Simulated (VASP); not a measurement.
Crystal: CdSe.

```
Cd Se
1.0
     0.00000    3.01000    3.01000
     3.01000    0.00000    3.01000
     3.01000    3.01000    0.00000
Cd Se
1 1
Direct
  0.00000 0.00000 0.00000
  0.25000 0.25000 0.25000
```

Program: VASP 6.6.1. Alike in all runs: task single point; no spin polarisation; cell as given; k mesh 8 × 8 × 8; smearing gaussian 0.01 eV.

Problem. Order these runs on this cell by their band gap on the k mesh, lowest first.
A. level r2SCAN; potentials or basis VASP PAW PBE potentials, release 64 (Cd, Se); cutoff (eV) 550
B. level LDA; potentials or basis VASP PAW LDA potentials, release 64 (Cd, Se); cutoff (eV) 500
C. level PBE; potentials or basis VASP PAW PBE potentials, release 64 (Cd, Se); cutoff (eV) 500

Solution. B (0.43 eV), C (0.67 eV), A (1.16 eV).
